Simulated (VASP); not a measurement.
# Li4F in VASP: a series of runs

The runs below take Li4F through single point, with PBEsol.

Program: VASP 6.6.1. These are calculated values, not measurements. Logs are shortened: lines on timing, memory, paths and dates and some standing lists are left out, and cuts for length are marked.

## (1) The cell of the first run

The cell holds a slab with vacuum, 5 atoms: a = 3.053 Å, b = 3.053 Å, c = 25.477 Å, α = 90.00°, β = 90.00°, γ = 90.00°.

## (2) Single point, PBEsol

The input, INCAR:

```
SYSTEM = Li4F
  PREC = Accurate
  ENCUT = 1010
  EDIFF = 1E-6
  ISMEAR = 0
  SIGMA = 0.1
  LREAL = .False.
  LASPH = .True.
  NELM = 120
  ALGO = Normal
  ISIF = 2
  LWAVE = .False.
  LCHARG = .False.
  LDIPOL = .True.
  IDIPOL = 3
  DIPOL = 0.5 0.5 0.507
  GGA = PS
  NBANDS = 18
  GGA_COMPAT = .False.
  NELMDL = -8
```

The input, KPOINTS:

```
Automatic mesh
0
Gamma
  9 9 1
  0 0 0
```

The input, POSCAR:

```
Li4F
1.0
    3.0534023709      0.0000000000      0.0000000000
    0.0000000000      3.0534023709      0.0000000000
    0.0000000000      0.0000000000     25.4772445665
Li F
4 1
Direct
    0.5000000000      0.5000000000      0.3336310557
    0.0000000000      0.0000000000      0.4183765436
    0.5000000000      0.5000000000      0.5046860982
    0.0000000000      0.0000000000      0.6079269706
    0.0000000000      0.0000000000      0.6694881722
```

Potentials or basis: VASP PAW PBE potentials, release 64 (Li_sv, F_h).

Started as:

```bash
> cat potpaw_PBE.64/Li_sv/POTCAR potpaw_PBE.64/F_h/POTCAR > POTCAR
> mpirun -np 1 vasp_std > vasp.out
```

OUTCAR:

```text
SYSTEM = Li4F
   PREC = Accurate
   ENCUT = 1010
   EDIFF = 1E-6
   ISMEAR = 0
   LREAL = .False.
   LASPH = .True.
   NELM = 120
   ISIF = 2
   GGA = PS
   NELMDL = -8

 ion  position               nearest neighbor table
   1  0.500  0.500  0.334-
   2  0.000  0.000  0.418-
   3  0.500  0.500  0.505-
   4  0.000  0.000  0.608-   5 1.57
   5  0.000  0.000  0.669-   4 1.57

  LATTYP: Found a simple tetragonal cell.
 ALAT       =     3.0534023709
 C/A-ratio  =     8.3438870715

  Lattice vectors:

 A1 = (   3.0534023709,   0.0000000000,   0.0000000000)
 A2 = (   0.0000000000,   3.0534023709,   0.0000000000)
 A3 = (   0.0000000000,   0.0000000000,  25.4772445665)

Analysis of symmetry for initial positions (statically):
=====================================================================
 Subroutine PRICEL returns:
 Original cell was already a primitive cell.

 Routine SETGRP: Setting up the symmetry group for a
 simple tetragonal supercell.

 Subroutine GETGRP returns: Found  8 space group operations
 (whereof  8 operations were pure point group operations)
 out of a pool of 16 trial point group operations.

The static configuration has the point symmetry C_4v.

Analysis of symmetry for dynamics (positions and initial velocities):
=====================================================================
 Subroutine PRICEL returns:
 Original cell was already a primitive cell.

 Routine SETGRP: Setting up the symmetry group for a
 simple tetragonal supercell.

 Subroutine GETGRP returns: Found  8 space group operations
 (whereof  8 operations were pure point group operations)
 out of a pool of 16 trial point group operations.

The dynamic configuration has the point symmetry C_4v.

 Subroutine INISYM returns: Found  8 space group operations
 (whereof  8 operations are pure point group operations),
 and found     1 'primitive' translations

----------------------------------------------------------------------------------------

                                     Primitive cell

  volume of cell :     237.5311

  direct lattice vectors                    reciprocal lattice vectors
     3.053402371  0.000000000  0.000000000     0.327503512  0.000000000  0.000000000
     0.000000000  3.053402371  0.000000000     0.000000000  0.327503512  0.000000000
     0.000000000  0.000000000 25.477244567     0.000000000  0.000000000  0.039250712

  length of vectors
     3.053402371  3.053402371 25.477244567     0.327503512  0.327503512  0.039250712

  position of ions in fractional coordinates (direct lattice)
     0.500000000  0.500000000  0.333631056
     0.000000000  0.000000000  0.418376544
     0.500000000  0.500000000  0.504686098
     0.000000000  0.000000000  0.607926971
     0.000000000  0.000000000  0.669488172

  ion indices of the primitive-cell ions
   primitive index   ion index
                 1           1
                 2           2
                 3           3
                 4           4
                 5           5

----------------------------------------------------------------------------------------

 KPOINTS: Automatic mesh

Automatic generation of k-mesh.
 Grid dimensions read from file:
 generate k-points for:    9    9    1

 Generating k-lattice:

  Cartesian coordinates                     Fractional coordinates (reciprocal lattice)
     0.036389279  0.000000000  0.000000000     0.111111111  0.000000000  0.000000000
     0.000000000  0.036389279  0.000000000     0.000000000  0.111111111  0.000000000
     0.000000000  0.000000000  0.039250712     0.000000000  0.000000000  1.000000000

  Length of vectors
     0.036389279  0.036389279  0.039250712

  Shift w.r.t. Gamma in fractional coordinates (k-lattice)
     0.000000000  0.000000000  0.000000000

 Subroutine IBZKPT returns following result:
 ===========================================

 Found     15 irreducible k-points:

 Following reciprocal coordinates:
            Coordinates               Weight
  0.000000  0.000000  0.000000      1.000000
  0.111111  0.000000  0.000000      4.000000
  0.222222  0.000000  0.000000      4.000000
  0.333333  0.000000  0.000000      4.000000
  0.444444  0.000000  0.000000      4.000000
  0.111111  0.111111  0.000000      4.000000
  0.222222  0.111111  0.000000      8.000000
  0.333333  0.111111  0.000000      8.000000
  0.444444  0.111111  0.000000      8.000000
  0.222222  0.222222  0.000000      4.000000
  0.333333  0.222222  0.000000      8.000000
  0.444444  0.222222  0.000000      8.000000
  0.333333  0.333333  0.000000      4.000000
  0.444444  0.333333  0.000000      8.000000
  0.444444  0.444444  0.000000      4.000000
   k-points           NKPTS =     15   k-points in BZ     NKDIM =     15   number of bands    NBANDS=     18
   number of dos      NEDOS =    301   number of ions     NIONS =      5
   total plane-waves  NPLWV = 276480
   dimension x,y,z NGX =    32 NGY =   32 NGZ =  270
   dimension x,y,z NGXF=    64 NGYF=   64 NGZF=  540
   ions per type =               4   1
   NGX,Y,Z   is equivalent  to a cutoff of  17.42, 17.42, 17.62 a.u.
   NGXF,Y,Z  is equivalent  to a cutoff of  34.85, 34.85, 35.24 a.u.
 SYSTEM =  Li4F
   PREC   = accura    normal or accurate (medium, high low for compatibility)
   ISTART =      0    job   : 0-new  1-cont  2-samecut
   ICHARG =      2    charge: 1-file 2-atom 10-const
   ISPIN  =      1    spin polarized calculation?
   LNONCOLLINEAR =      F non collinear calculations
   LSORBIT =      F    spin-orbit coupling
   LASPH  =      T    aspherical Exc in radial PAW
   ENCUT  = 1010.0 eV  74.23 Ry    8.62 a.u.   7.91  7.91 66.02*2*pi/ulx,y,z
   NELM   =    120;   NELMIN=  2; NELMDL= -8     # of ELM steps
   EDIFF  = 0.1E-05   stopping-criterion for ELM
   LREAL  =      F    real-space projection
   EDIFFG = 0.1E-04   stopping-criterion for IOM
   NSW    =      0    number of steps for IOM
   IBRION =     -1    ionic relax: 0-MD 1-quasi-New 2-CG
   NFREE  =      0    steps in history (QN), initial steepest desc. (CG)
   ISIF   =      2    stress and relaxation
   ISYM   =      2    0-nonsym 1-usesym 2-fastsym
   POTIM  = 0.5000    time-step for ionic-motion
   TEBEG  =    0.0;   TEEND  =   0.0 temperature during run
   PSTRESS=    0.0 pullay stress
   NELECT =      19.0000    total number of electrons
   NUPDOWN=      -1.0000    fix difference up-down
   EMIN   =  10.00;   EMAX   =-10.00  energy-range for DOS
   EFERMI =   0.00;   METHOD = LEGACY
   ISMEAR =     0;   SIGMA  =   0.10  broadening in eV -4-tet -1-fermi 0-gaus
   EFERMI_NEDOS =   21; number of points for ismear=-14 and -15
   IALGO  =     38    algorithm
   IMIX   =      4    mixing-type and parameters
     AMIX     =   0.40;   BMIX     =  1.00
     AMIX_MAG =   1.60;   BMIX_MAG =  1.00
  volume/ion in A,a.u.               =      47.51       320.59
  Fermi-wavevector in a.u.,A,eV,Ry     =   0.705374  1.332963  6.769604  0.497552
  Thomas-Fermi vector in A             =   1.790868
   LORBIT       =      0    0 simple, 1 ext, 2 COOP (PROOUT), +10 PAW based schemes
   GGA     = PS    functional components
   LHFCALC =     F    Hartree Fock is set to
   AEXX    =    0.0000 exact exchange contribution
   IVDW    =     0    specifies the selected vdW correction
   LEPSILON=     F    determine dielectric tensor
   LRPA    =     F    only Hartree local field effects (RPA)
 non-spin polarized calculation
 Gauss-broadening in eV      SIGMA  =   0.10
  energy-cutoff  :     1010.00
  volume of cell :      237.53
 maximum number of plane-waves:     17373
 NGX is ok and might be reduce to    32
   NGX = 15   NGY = 15   NGZ =133

 number of electron      18.9999991 magnetization

 dipolmoment           0.000000      0.000000      0.409279 electrons x Angstroem

 Free energy of the ion-electron system (eV)
  ---------------------------------------------------
  ext. energy  EPLUGINS =         0.00000000
  ---------------------------------------------------
  free energy    TOTEN  =       -11.41123994 eV

  energy without entropy =      -11.38706201  energy(sigma->0) =      -11.39915097

 E-fermi :  -4.4729     XC(G=0):  -3.4022

 val. band max:       -4.4889734012   @ k =   0.2222   0.0000   0.0000
 cond. band min:      -4.4557084616   @ k =   0.3333   0.0000   0.0000
 fundamental gap:      0.0332649396
 Fermi energy:        -4.4728551702

 k-point     1 :       0.0000    0.0000    0.0000
  band No.  band energies     occupation
      1     -50.8977      2.00000
      2     -50.5354      2.00000
      3     -50.3016      2.00000
      4     -48.2914      2.00000
      5     -23.6243      2.00000
      6      -7.6701      2.00000
[... 10 lines left out ...]
     17       3.9829      0.00000
     18       4.4895      0.00000

 k-point     2 :       0.1111    0.0000    0.0000
  band No.  band energies     occupation
      1     -50.8969      2.00000
      2     -50.5346      2.00000
      3     -50.3008      2.00000
      4     -48.2906      2.00000
      5     -23.6119      2.00000
      6      -7.5211      2.00000
[... 10 lines left out ...]
     17       3.0645      0.00000
     18       4.0626      0.00000

 k-point     3 :       0.2222    0.0000    0.0000
  band No.  band energies     occupation
      1     -50.8950      2.00000
      2     -50.5327      2.00000
      3     -50.2989      2.00000
      4     -48.2887      2.00000
      5     -23.5804      2.00000
      6      -7.0751      2.00000
[... 10 lines left out ...]
     17       1.9723      0.00000
     18       3.3452      0.00000

 k-point     4 :       0.3333    0.0000    0.0000
  band No.  band energies     occupation
      1     -50.8928      2.00000
      2     -50.5305      2.00000
      3     -50.2968      2.00000
      4     -48.2864      2.00000
      5     -23.5441      2.00000
      6      -6.3379      2.00000
[... 10 lines left out ...]
     17       1.8357      0.00000
     18       2.3817      0.00000

 k-point     5 :       0.4444    0.0000    0.0000
  band No.  band energies     occupation
      1     -50.8914      2.00000
      2     -50.5290      2.00000
      3     -50.2954      2.00000
      4     -48.2850      2.00000
      5     -23.5202      2.00000
      6      -5.7141      2.00000
[... 10 lines left out ...]
     17       1.8243      0.00000
     18       2.5987      0.00000

 k-point     6 :       0.1111    0.1111    0.0000
  band No.  band energies     occupation
      1     -50.8962      2.00000
      2     -50.5339      2.00000
      3     -50.3001      2.00000
      4     -48.2898      2.00000
      5     -23.5997      2.00000
      6      -7.3712      2.00000
[... 118 lines left out ...]
 k-point    12 :       0.4444    0.2222    0.0000
  band No.  band energies     occupation
      1     -50.8889      2.00000
      2     -50.5264      2.00000
      3     -50.2927      2.00000
      4     -48.2824      2.00000
      5     -23.4802      2.00000
      6      -5.5675      2.00000
[... 10 lines left out ...]
     17       2.1728      0.00000
     18       2.9208      0.00000

 k-point    13 :       0.3333    0.3333    0.0000
  band No.  band energies     occupation
      1     -50.8882      2.00000
      2     -50.5257      2.00000
      3     -50.2920      2.00000
      4     -48.2817      2.00000
      5     -23.4695      2.00000
      6      -5.3349      2.00000
[... 10 lines left out ...]
     17       2.3706      0.00000
     18       2.6450      0.00000

 k-point    14 :       0.4444    0.3333    0.0000
  band No.  band energies     occupation
      1     -50.8868      2.00000
      2     -50.5243      2.00000
      3     -50.2906      2.00000
      4     -48.2803      2.00000
      5     -23.4473      2.00000
      6      -5.4499      2.00000
[... 10 lines left out ...]
     17       2.2920      0.00000
     18       2.7485      0.00000

 k-point    15 :       0.4444    0.4444    0.0000
  band No.  band energies     occupation
      1     -50.8854      2.00000
      2     -50.5230      2.00000
      3     -50.2892      2.00000
      4     -48.2789      2.00000
      5     -23.4256      2.00000
      6      -5.3801      2.00000
[... 10 lines left out ...]
     17       1.2292      0.00000
     18       1.9178      0.00000

------------------------ aborting loop because EDIFF is reached ----------------------------------------

 vacuum level on the upper side and lower side of the slab       (xc-potential included)         3.719        -4.095

  FORCE on cell =-STRESS in cart. coord.  units (eV):
  Direction    XX          YY          ZZ          XY          YZ          ZX
  --------------------------------------------------------------------------------------
  -------------------------------------------------------------------------------------
  Total        0.0985683      0.0985683      0.2165674      0.0000000      0.0000000      0.0000000
  in kB        0.6648557      0.6648557      1.4607742      0.0000000      0.0000000      0.0000000
  external PRESSURE =       0.9301619 kB  Pullay stress =       0.0000000 kB

 VOLUME and BASIS-vectors are now :
 -----------------------------------------------------------------------------
  energy-cutoff  :     1010.00
  volume of cell :      237.53
      direct lattice vectors                 reciprocal lattice vectors
     3.053402371  0.000000000  0.000000000     0.327503512  0.000000000  0.000000000
     0.000000000  3.053402371  0.000000000     0.000000000  0.327503512  0.000000000
     0.000000000  0.000000000 25.477244567     0.000000000  0.000000000  0.039250712

 POSITION                                       TOTAL-FORCE (eV/Angst)
 -----------------------------------------------------------------------------------
      1.52670      1.52670      8.50000         0.000000     -0.000000      0.014745
      0.00000      0.00000     10.65908         0.000000      0.000000     -0.013427
      1.52670      1.52670     12.85801         0.000000      0.000000     -0.002806
      0.00000      0.00000     15.48830         0.000000     -0.000000     -0.134234
      0.00000      0.00000     17.05671         0.000000     -0.000000      0.135723
 -----------------------------------------------------------------------------------
    total drift:                                0.000000      0.000000     -0.000458

  FREE ENERGIE OF THE ION-ELECTRON SYSTEM (eV)
  ---------------------------------------------------
  free  energy   TOTEN  =       -11.4112399395 eV

  energy  without entropy=      -11.3870620095  energy(sigma->0) =      -11.39915097

 vacuum level on the upper side and lower side of the slab         6.540        -1.388
```

Wall time 3.8 min (1 thread of Intel Xeon 6975P-C (Granite Rapids), shared host); peak memory 0.63 GiB.

What came out:

```
Free energy            : -11.4112 eV
Largest force          : 0.136 eV/Å
Band gap on the k mesh : zero (an odd number of electrons rules out a gap without spin polarisation)
```

Forces in eV/Å, atoms in the order of the input:
```
Li   0.000  0.000  0.015
Li   0.000  0.000 -0.013
Li   0.000  0.000 -0.003
Li   0.000  0.000 -0.134
F    0.000  0.000  0.136
```

Caveat: the PAW data sets were made with another functional, which shifts forces and pressure a little.

## (3) Single point, PBEsol

The input, INCAR:

```
SYSTEM = Li4F
PREC = Accurate
ENCUT = 1010
EDIFF = 1E-6
ISMEAR = 0
SIGMA = 0.1
LREAL = .FALSE.
LASPH = .TRUE.
NELM = 120
ALGO = Normal
ISIF = 2
LWAVE = .FALSE.
LCHARG = .TRUE.
LDIPOL = .TRUE.
IDIPOL = 3
DIPOL = 0.5 0.5 0.501
GGA = PS
LELF = .TRUE.
LVHAR = .TRUE.
LVACPOTAV = .TRUE.
NBANDS = 18
GGA_COMPAT = .FALSE.
NELMDL = -8
```

The input, KPOINTS:

```
Automatic mesh
0
G
  9 9 1
  0 0 0
```

The input, POSCAR:

```
Li4F
1.0
    3.0534023716      0.0000000000      0.0000000000
    0.0000000000      3.0534023716      0.0000000000
    0.0000000000      0.0000000000     25.4772445679
Li F
4 1
Direct
    0.5000000000      0.5000000000      0.3336310557
    0.0000000000      0.0000000000      0.4183765436
    0.5000000000      0.5000000000      0.5064914558
    0.0000000000      0.0000000000      0.5914671006
    0.0000000000      0.0000000000      0.6529972966
```

Potentials or basis: VASP PAW PBE potentials, release 64 (Li_sv, F_h).

Started as:

```bash
> cat potpaw_PBE.64/Li_sv/POTCAR potpaw_PBE.64/F_h/POTCAR > POTCAR
> mpirun -np 1 vasp_std > vasp.out
```

Wall time 5.7 min (1 thread of Intel Xeon Platinum 8375C at 2.90GHz (Ice Lake), shared host); peak memory 0.64 GiB.

It converged, with:

| Property | Result |
| --- | --- |
| Free energy | -11.3665 eV |
| Largest force | 0.269 eV/Å |
| Band gap on the k mesh | zero (an odd number of electrons rules out a gap without spin polarisation) |

Forces in eV/Å, atoms in the order of the input:
```
Li   0.000  0.000  0.013
Li   0.000  0.000  0.062
Li   0.000  0.000 -0.269
Li   0.000  0.000  0.071
F    0.000  0.000  0.122
```

Levels at points of the mesh, in eV from the Fermi level:
| k point | band 7 | band 8 | band 9 | band 10 | band 11 | band 12 | band 13 | band 14 |
| --- | --- | --- | --- | --- | --- | --- | --- | --- |
| (0.00, 0.00, 0.00) | -2.24 | -1.00 | -0.65 | -0.06 | -0.06 | 0.68 | 3.14 | 4.58 |

Caveat: the PAW data sets were made with another functional, which shifts forces and pressure a little.

The gap in the log of VASP goes by the Fermi energy; the results here count the filled bands.